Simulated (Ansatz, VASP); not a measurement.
**LiMg3: VASP beside Ansatz**

```
CELL_PARAMETERS angstrom
3.14617 0.00000 0.00000
-1.57309 2.72467 0.00000
0.00000 0.00000 10.12160
ATOMIC_POSITIONS crystal
Li 0.66667 0.33333 0.50000
Mg 0.66667 0.33333 0.00000
Mg 0.00000 0.00000 0.74257
Mg 0.00000 0.00000 0.25744
```

Alike in both runs: task single point; functional LDA; k mesh 9 × 9 × 3; occupations fermi-dirac, width 0.1 eV; no spin polarisation.

```csv
,VASP,Ansatz
version,VASP 6.6.1,Ansatz 0.2.0
potentials or method,"VASP PAW LDA potentials, release 64 (Li_sv, Mg)","plane waves, PAW"
plane-wave cutoff (eV),520,420
valence electrons in the cell,9,33
```

```tsv
	VASP	Ansatz	Ansatz less VASP
rms of the force components (eV/Å)	0.013	0.009	-0.0037
```

LDA's correlation is that of Perdew and Zunger in VASP and of Perdew and Wang (1992) in Ansatz. Atom by atom the forces differ by 0.004 eV/Å (rms over components). VASP's potentials hold 9 valence electrons a cell and Ansatz's 33, so a difference there can come from the potentials and not from the codes.

Noted on VASP's run: the cutoff is short for stress, so the pressure is rough.
